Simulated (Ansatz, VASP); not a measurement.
## WSe2: VASP beside Ansatz

```
CELL_PARAMETERS angstrom
3.13148 0.00000 0.00000
-1.56574 2.71194 0.00000
0.00000 0.00000 12.21715
ATOMIC_POSITIONS crystal
W 0.66667 0.33333 0.25000
W 0.33333 0.66667 0.75000
Se 0.33333 0.66667 0.39093
Se 0.66667 0.33333 0.89093
Se 0.33333 0.66667 0.10907
Se 0.66667 0.33333 0.60907
```

Change from the starting cell: equal strain along all axes, cell held, atoms relaxed: -4.5 %.

Alike in both runs: functional PBE; dispersion D3(BJ); k mesh 12 × 12 × 2; occupations gaussian, width 0.02 eV; no spin polarisation.

Ansatz relaxed the structure, and its values are those at the end. VASP's run is a single point on that final structure, the one shown.

|  | VASP | Ansatz |
| --- | --- | --- |
| version | VASP 6.6.1 | Ansatz 0.2.0 |
| potentials or method | VASP PAW PBE potentials, release 64 (W_sv, Se), cutoff 520 eV | scalar-relativistic, plane waves, PAW |
| valence electrons in the cell | 52 | 92 |

```tsv
	VASP	Ansatz	Ansatz less VASP
gap on the k mesh at the Fermi level (eV)	0.58	0.58	+0.006
least direct gap on the mesh (eV)	1.19	1.19	+0.002
pressure (GPa)	13.5	13.0	-0.49
rms of the force components (eV/Å)	0.028	0.000	-0.0277
```

VASP's potentials hold 52 valence electrons a cell and Ansatz's 92, so a difference there can come from the potentials and not from the codes. Ansatz's warnings: stress scf threshold loose.

Neither program's run includes spin-orbit coupling.
